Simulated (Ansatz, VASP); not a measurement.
**Two plane-wave programs on AlN**

The input INCAR:

```
SYSTEM = AlN
PREC = Accurate ; ENCUT = 520
EDIFF = 1E-6 ; ISMEAR = 0
SIGMA = 0.02 ; LREAL = .False.
LASPH = .True. ; NELM = 60
ALGO = Normal ; ISIF = 2
LWAVE = .False. ; LCHARG = .True.
GGA = PE ; LELF = .True.
LVHAR = .True. ; NBANDS = 16
```

Contents of KPOINTS:

```
regular mesh
0
Gamma
  9 9 6
  0 0 0
```

POSCAR

```
AlN
1.0
    3.2967475248      0.0331211574     -0.0031133888
   -1.6196899987      2.8241359620      0.0293225777
   -0.0039363092      0.0405356098      4.1500005599
Al N
2 2
Direct
    0.3420330294      0.6172205787      0.7354569352
    0.6954413222      0.3430461418      0.2612237117
    0.3405117186      0.7133411585      0.2399917924
    0.6220139298      0.3263921210      0.7633251727
```

Input for Ansatz:

```yaml
crystal:
  lattice:
    - [3.2967475248, 0.0331211574, -0.0031133888]
    - [-1.6196899987, 2.824135962, 0.0293225777]
    - [-0.0039363092, 0.0405356098, 4.1500005599]
  atoms:
    - { symbol: Al, position: [0.3420330294, 0.6172205787, 0.7354569352] }
    - { symbol: Al, position: [0.6954413222, 0.3430461418, 0.2612237117] }
    - { symbol: "N", position: [0.3405117186, 0.7133411585, 0.2399917924] }
    - { symbol: "N", position: [0.6220139298, 0.326392121, 0.7633251727] }
basis:
  ecutwfc: 420
kpoints:
  mp_grid: { grid: [9, 9, 6] }
hamiltonian:
  xc: pbe
scf:
  occupations: { method: gaussian, width: 0.02 }
output:
  forces: true
  stress: true
  eigenvalues: true
```

Change from the starting cell: all atoms moved at random, cell strained at random.

Alike in both runs: task single point; functional PBE; k mesh 9 × 9 × 6; occupations gaussian, width 0.02 eV; no spin polarisation.

|  | VASP | Ansatz |
| --- | --- | --- |
| version | VASP 6.6.1 | Ansatz 0.2.0 |
| potentials or method | VASP PAW PBE potentials, release 64 (Al, N), cutoff 520 eV | scalar-relativistic, plane waves, PAW |
| valence electrons in the cell | 16 | 16 |

Ansatz gave:

```
gap on the k mesh at the Fermi level (eV)                     : 3.15
least direct gap on the mesh (eV)                             : 3.15
pressure (GPa)                                                : 16.3
traceless stress, the component that is largest in VASP (GPa) : -18.02
rms of the force components (eV/Å)                            : 3.392
```

Task: Estimate VASP's values.

Result: gap on the k mesh at the Fermi level (eV): 3.16; least direct gap on the mesh (eV): 3.16; pressure (GPa): 16.2; traceless stress, the component that is largest in VASP (GPa): -18.21; rms of the force components (eV/Å): 3.416.

Atom by atom the forces differ by 0.025 eV/Å (rms over components). With one functional, cell and mesh, what is left measures potentials, basis and numerics.
